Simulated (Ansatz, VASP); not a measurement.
# Two plane-wave programs on MgO

```
Mg O
1.0
     0.00000    2.04264    2.04264
     2.04264    0.00000    2.04264
     2.04264    2.04264    0.00000
Mg O
1 1
Direct
  0.00000 0.00000 0.00000
  0.50000 0.50000 0.50000
```

Alike in both runs: task single point; functional PBE; k mesh 10 × 10 × 10; occupations gaussian, width 0.02 eV; no spin polarisation.

|  | VASP | Ansatz |
| --- | --- | --- |
| version | VASP 6.6.1 | Ansatz 0.2.0 |
| potentials or method | VASP PAW PBE potentials, release 64 (Mg, O), cutoff 600 eV | scalar-relativistic, plane waves, PAW |
| valence electrons in the cell | 8 | 16 |

Ansatz gave:

```
gap on the k mesh at the Fermi level (eV) : 5.69
least direct gap on the mesh (eV)         : 5.69
pressure (GPa)                            : 23.2
```

Problem. Which values does VASP return?

Solution. gap on the k mesh at the Fermi level (eV): 5.67; least direct gap on the mesh (eV): 5.67; pressure (GPa): 22.2.

VASP's potentials hold 8 valence electrons a cell and Ansatz's 16, so a difference there can come from the potentials and not from the codes.
